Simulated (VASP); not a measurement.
A run of VASP 6.6.1:

INCAR

```
  PREC = Accurate
  ENCUT = 500
  EDIFF = 1E-6
  ISMEAR = 0
  SIGMA = 0.1
  LREAL = F
  LASPH = T
  NELM = 120
  ALGO = Normal
  ISIF = 2
  LWAVE = F
  LCHARG = F
  GGA = PE
  NBANDS = 26
  GGA_COMPAT = F
```

Contents of KPOINTS:

```
Automatic mesh
0
Gamma
  12 12 12
```

File POSCAR:

```
P
1.0
    2.9271132464      1.6899696208      4.3690608990
   -2.9271132464      1.6899696208      4.3690608990
    0.0000000000     -3.3799392416      4.3690608990
P
7
Direct
    0.4494720245      0.1133757395      0.7935892726
    0.7935892726      0.4494720245      0.1133757395
    0.1133757395      0.7935892726      0.4494720245
    0.5505279755      0.8866242605      0.2064107274
    0.2064107274      0.5505279755      0.8866242605
    0.8866242605      0.2064107274      0.5505279755
    0.0000000000      0.0000000000      0.0000000000
```

Potentials or basis: VASP PAW PBE potentials, release 64 (P).

Command:

```bash
$ cat potpaw_PBE.64/P/POTCAR > POTCAR
$ mpirun -np 1 vasp_std > vasp.out
```

Hardware: 1 thread of Intel(R) Xeon(R) Platinum 8559C (Emerald Rapids) (shared host).

**Question.** How long does it take, and how much memory?

**Answer.** Wall time 5.2 min on 1 thread of Intel(R) Xeon(R) Platinum 8559C (Emerald Rapids) (shared host), peak memory 0.68 GiB. Counts: scf iterations 12, k points 294.
